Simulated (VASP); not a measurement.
A run of VASP 6.6.1 is set up as follows.

File INCAR:

```
SYSTEM = Hg2ICl
ALGO = Normal
EDIFF = 1E-6
ENCUT = 520
GGA = PE
ISIF = 2
ISMEAR = 0
LASPH = .True.
LCHARG = .False.
LREAL = .False.
LWAVE = .False.
NBANDS = 27
NELM = 100
PREC = Accurate
SIGMA = 0.1
```

KPOINTS

```
k-points
0
Gamma
  10 10 8
  0 0 0
```

Contents of POSCAR:

```
Hg2ICl
1.0
    5.1221818960      0.0000000000      0.0000000000
    0.0000000000      5.1221818960      0.0000000000
    0.0000000000      0.0000000000      5.6156338918
Hg I Cl
2 1 1
Direct
    0.0000000000      0.0000000000      0.0000000000
    0.5000000000      0.5000000000      0.5000000000
    0.5000000000      0.5000000000      0.0000000000
    0.0000000000      0.0000000000      0.5000000000
```

Potentials or basis: VASP PAW PBE potentials, release 64 (Hg, I, Cl).

Launch:

```sh
$ cat potpaw_PBE.64/Hg/POTCAR potpaw_PBE.64/I/POTCAR potpaw_PBE.64/Cl/POTCAR > POTCAR
$ mpirun -np 1 vasp_std > vasp.out
```

(1) Predict the pressure.

(2) What does it give for the band gap on the k mesh?

## Answers

(1) 0.0 GPa.

(2) zero (band 19 reaches 2.29 eV, above the bottom of band 20 at -1.22 eV).

Caveat: spin-orbit coupling is left out, which moves the levels of the heavy elements.
